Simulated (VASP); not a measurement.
Input of a VASP 6.6.1 run:

The input INCAR:

```
ALGO = Normal
EDIFF = 1E-6
ENCUT = 520
GGA = PE
ISIF = 2
ISMEAR = -1
LASPH = T
LCHARG = F
LREAL = F
LWAVE = F
NBANDS = 13
NELM = 60
PREC = Accurate
SIGMA = 0.1
```

Contents of KPOINTS:

```
k-points
0
Gamma
  15 15 15
```

POSCAR

```
Ru
1.0
    2.4254235684      0.0000000000      0.0000000000
    0.0000000000      2.4254235684      0.0000000000
    0.0000000000      0.0000000000      2.4254235684
Ru
1
Direct
    0.0000000000      0.0000000000      0.0000000000
```

Potentials or basis: VASP PAW PBE potentials, release 64 (Ru_pv).

Command:

```console
$ cat potpaw_PBE.64/Ru_pv/POTCAR > POTCAR
$ mpirun -np 1 vasp_std > vasp.out
```

What does it give for the band gap on the k mesh?

Zero (band 7 reaches 16.36 eV, above the bottom of band 8 at 11.04 eV).

Predict the pressure.

30.0 GPa.
